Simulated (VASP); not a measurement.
Set up this calculation in VASP 6.6.1, as the native input.

```yaml
Task: single point
Functional: PBEsol
Potentials_or_basis: VASP PAW PBE potentials, release 64 (Au)
Cutoff: 520 eV
k_mesh: 22 × 22 × 22
Occupations: gaussian, width 0.15 eV
Spin: no spin polarisation
Dipole_correction: no
Further_INCAR_settings: ALGO = Fast; EDIFF = 1e-07; NBANDS = 12
```

The structure of Au lies in POSCAR:

```
Au
1.0
   -0.0977939411      1.9977905112      1.9977905112
    1.9977905112     -0.0977939411      1.9977905112
    1.9977905112      1.9977905112     -0.0977939411
Au
1
Direct
    0.0000000000      0.0000000000      0.0000000000
```

This cell differs from its parent crystal: ratio of the length along [111] to the lengths across it x 0.93, volume and fractional coordinates fixed.

One way to write it, as run:

INCAR

```
  PREC = Accurate
  ENCUT = 520
  EDIFF = 1E-7
  ISMEAR = 0
  SIGMA = 0.15
  LREAL = False
  LASPH = True
  NELM = 60
  ALGO = Fast
  ISIF = 2
  LWAVE = False
  LCHARG = False
  GGA = PS
  NBANDS = 12
```

KPOINTS

```
regular mesh
0
Gamma
  22 22 22
```

Potentials or basis: VASP PAW PBE potentials, release 64 (Au).

The run is started by

```console
$ cat potpaw_PBE.64/Au/POTCAR > POTCAR
$ mpirun -np 1 vasp_std > vasp.out
```

It gave:

```json
{
  "Pressure": "-0.6 GPa"
}
```

Caveat: the PAW data sets were made with another functional, which shifts forces and pressure a little.

Run time: 7.6 min on 1 thread of AMD EPYC 7571, on a shared host, peak memory 0.29 GiB.
